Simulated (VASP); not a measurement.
# In (Im-3m) in VASP: further runs, part 2 of 2

VASP 6.6.1. The steps go on from the part before.

## (3) Single point, r2SCAN

This run uses another cell than the first one, of 26.69 Å³/atom, 1.046 times its volume.

File POSCAR:

```
In
1.0
   -1.8825250000      1.8825250000      1.8825250000
    1.8825250000     -1.8825250000      1.8825250000
    1.8825250000      1.8825250000     -1.8825250000
In
1
Direct
   -0.0124882613     -0.0138109370     -0.0275725654
```

File INCAR.step1:

```
SYSTEM = In
PREC = Accurate
ENCUT = 550
ISMEAR = -1
SIGMA = 0.1
LREAL = .False.
LASPH = .True.
NELM = 120
NBANDS = 12
GGA = PE
ALGO = Normal
EDIFF = 1E-5
LWAVE = .True.
LCHARG = .False.
GGA_COMPAT = .False.
```

File INCAR.step2:

```
SYSTEM = In
PREC = Accurate
ENCUT = 550
EDIFF = 1E-6
ISMEAR = -1
SIGMA = 0.1
LREAL = .False.
LASPH = .True.
NELM = 120
ALGO = Normal
ISIF = 2
LWAVE = .False.
LCHARG = .False.
METAGGA = R2SCAN
LMIXTAU = .True.
NBANDS = 12
ISTART = 1
GGA_COMPAT = .False.
```

File KPOINTS:

```
Automatic mesh
0
Gamma
  6 6 6
  0 0 0
```

Potentials or basis: VASP PAW PBE potentials, release 64 (In_d).

On the command line:

```
$ cat potpaw_PBE.64/In_d/POTCAR > POTCAR
$ cp INCAR.step1 INCAR
$ mpirun -np 1 vasp_std > vasp.out
$ cp INCAR.step2 INCAR
$ mpirun -np 1 vasp_std > vasp.out
```

OUTCAR:

```text
SYSTEM = In
   PREC = Accurate
   ENCUT = 550
   EDIFF = 1E-6
   ISMEAR = -1
   LREAL = .False.
   LASPH = .True.
   NELM = 120
   ISIF = 2
   METAGGA = R2SCAN
   ISTART = 1

 ion  position               nearest neighbor table
   1  0.988  0.986  0.972-

  LATTYP: Found a body centered cubic cell.
 ALAT       =     3.7650500000

  Lattice vectors:

 A1 = (  -1.8825250000,   1.8825250000,   1.8825250000)
[... 411 lines left out ...]
     10      12.7860      0.00000
     11      12.7860      0.00000
     12      27.7642      0.00000

------------------------ aborting loop because EDIFF is reached ----------------------------------------

  FORCE on cell =-STRESS in cart. coord.  units (eV):
  Direction    XX          YY          ZZ          XY          YZ          ZX
  --------------------------------------------------------------------------------------
  -------------------------------------------------------------------------------------
  Total       -0.1434314     -0.1434314     -0.1434314      0.0000000      0.0000000      0.0000000
  in kB       -8.6113759     -8.6113759     -8.6113759      0.0000000      0.0000000      0.0000000
  external PRESSURE =      -8.6113759 kB  Pullay stress =       0.0000000 kB

 VOLUME and BASIS-vectors are now :
 -----------------------------------------------------------------------------
  energy-cutoff  :      550.00
  volume of cell :       26.69
      direct lattice vectors                 reciprocal lattice vectors
    -1.882525000  1.882525000  1.882525000     0.000000000  0.265600722  0.265600722
     1.882525000 -1.882525000  1.882525000     0.265600722  0.000000000  0.265600722
     1.882525000  1.882525000 -1.882525000     0.265600722  0.265600722  0.000000000

 POSITION                                       TOTAL-FORCE (eV/Angst)
 -----------------------------------------------------------------------------------
      1.82813      1.83311      1.88492        -0.000000     -0.000000      0.000000
 -----------------------------------------------------------------------------------
    total drift:                               -0.000017     -0.000029     -0.000001

  FREE ENERGIE OF THE ION-ELECTRON SYSTEM (eV)
  ---------------------------------------------------
  free  energy   TOTEN  =       -22.5894632072 eV

  energy  without entropy=      -22.5784341501  energy(sigma->0) =      -22.58394868
```

OSZICAR.step1:

```text
N       E                     dE             d eps       ncg     rms          rms(c)
DAV:   1     0.818151193891E+02    0.81815E+02   -0.64100E+03   384   0.142E+03
DAV:   2     0.190312950211E+01   -0.79912E+02   -0.77986E+02   412   0.298E+02
DAV:   3    -0.249548282182E+01   -0.43986E+01   -0.43851E+01   464   0.690E+01
DAV:   4    -0.260003234437E+01   -0.10455E+00   -0.10452E+00   488   0.107E+01
DAV:   5    -0.260615761202E+01   -0.61253E-02   -0.61250E-02   512   0.232E+00    0.219E+00
DAV:   6    -0.258313893782E+01    0.23019E-01   -0.36034E-02   484   0.384E+00    0.108E+00
DAV:   7    -0.257860150488E+01    0.45374E-02   -0.11315E-02   488   0.198E+00    0.248E-01
DAV:   8    -0.257831569370E+01    0.28581E-03   -0.86589E-04   528   0.482E-01    0.356E-02
DAV:   9    -0.257832242295E+01   -0.67293E-05   -0.89675E-06   320   0.440E-02
   1 F= -.25783224E+01 E0= -.25717076E+01  d E =-.132296E-01
```

It took 18 s on 1 thread of AMD EPYC 9R45 (Zen 5), shared host; peak memory 0.13 GiB.

Results:

```
Free energy : -22.5895 eV
Pressure    : -0.9 GPa
```

Levels at points of the mesh, in eV from the Fermi level:
```tsv
k point	band 4	band 5	band 6	band 7	band 8	band 9
(0.00, 0.00, 0.00)	-14.76	-14.76	-9.66	11.77	11.77	11.77
(0.50, 0.00, 0.00)	-14.76	-14.59	-3.81	-3.09	6.35	7.98
(0.50, 0.50, 0.50)	-14.63	-14.63	1.42	1.50	1.50	1.50
```

Caveat: the k points lie up to 0.39 Å⁻¹ apart; the PAW data sets were made with another functional, which shifts forces and pressure a little; spin-orbit coupling is left out, which moves the levels of the heavy elements.

## (4) Single point, r2SCAN

This run uses another cell than the first one, of 26.12 Å³/atom, 1.024 times its volume.

File POSCAR:

```
In
1.0
   -1.8691701633      1.8691701633      1.8691701633
    1.8691701633     -1.8691701633      1.8691701633
    1.8691701633      1.8691701633     -1.8691701633
In
1
Direct
   -0.0124882613     -0.0138109370     -0.0275725654
```

File INCAR.step1:

```
SYSTEM = In
PREC     = Accurate       ! precision mode
ENCUT    = 550            ! plane-wave cutoff, eV
ISMEAR   = -1             ! smearing method
SIGMA    = 0.1            ! smearing width, eV
LREAL    = .False.        ! projectors in reciprocal space
LASPH    = .True.         ! aspherical terms in the spheres
NELM     = 120            ! most SCF steps
NBANDS   = 12             ! bands
GGA      = PE             ! functional
ALGO     = Normal         ! electronic algorithm
EDIFF    = 1E-5           ! SCF threshold, eV
LWAVE    = .True.         ! write WAVECAR
LCHARG   = .False.        ! write CHGCAR
GGA_COMPAT= .False.
```

File INCAR.step2:

```
SYSTEM = In
PREC     = Accurate       ! precision mode
ENCUT    = 550            ! plane-wave cutoff, eV
EDIFF    = 1E-6           ! SCF threshold, eV
ISMEAR   = -1             ! smearing method
SIGMA    = 0.1            ! smearing width, eV
LREAL    = .False.        ! projectors in reciprocal space
LASPH    = .True.         ! aspherical terms in the spheres
NELM     = 120            ! most SCF steps
ALGO     = Normal         ! electronic algorithm
ISIF     = 2              ! what is computed and relaxed
LWAVE    = .False.        ! write WAVECAR
LCHARG   = .True.         ! write CHGCAR
METAGGA  = R2SCAN         ! meta-GGA
LMIXTAU  = .True.       
LELF     = .True.         ! ELF
LVHAR    = .True.       
NBANDS   = 12             ! bands
ISTART   = 1            
GGA_COMPAT= .False.
```

File KPOINTS:

```
regular mesh
0
Gamma
  6 6 6
  0 0 0
```

On the command line:

```
$ cat potpaw_PBE.64/In_d/POTCAR > POTCAR
$ cp INCAR.step1 INCAR
$ mpirun -np 1 vasp_std > vasp.out
$ cp INCAR.step2 INCAR
$ mpirun -np 1 vasp_std > vasp.out
```

Wall time 18 s (1 thread of AMD EPYC 9R45 (Zen 5), shared host); peak memory 0.13 GiB.

The run converged. Its results:

```yaml
Free_energy: -22.5906 eV
Pressure: 0.0 GPa
```

Levels at points of the mesh, in eV from the Fermi level:
```tsv
k point	band 4	band 5	band 6	band 7	band 8	band 9
(0.00, 0.00, 0.00)	-14.78	-14.78	-9.83	12.01	12.01	12.01
(0.50, 0.00, 0.00)	-14.78	-14.60	-3.82	-3.20	6.45	8.05
(0.50, 0.50, 0.50)	-14.64	-14.64	1.49	1.49	1.49	1.58
```

Caveat: the k points lie up to 0.40 Å⁻¹ apart; the PAW data sets were made with another functional, which shifts forces and pressure a little; spin-orbit coupling is left out, which moves the levels of the heavy elements.

## (5) Overview

```csv
cell,gap on the mesh (eV),pressure (GPa)
"a = 3.212 Å, angles 109.5°, 1 atom",none,1.1
"a = 3.261 Å, angles 109.5°, 1 atom",none,-0.9
"a = 3.237 Å, angles 109.5°, 1 atom",none,0.0
```

Alike in all rows: task single point; level r2SCAN; potentials or basis VASP PAW PBE potentials, release 64 (In_d); no spin polarisation; k mesh 6 × 6 × 6; cutoff (eV) 550; smearing fermi-dirac 0.1 eV.

Caveats: all runs use coarse meshes; the PAW data sets were made with another functional, which shifts forces and pressure a little; spin-orbit coupling is left out, which moves the levels of the heavy elements.

Total energies depend on the potentials used, so only differences within one code and one set of settings carry meaning.
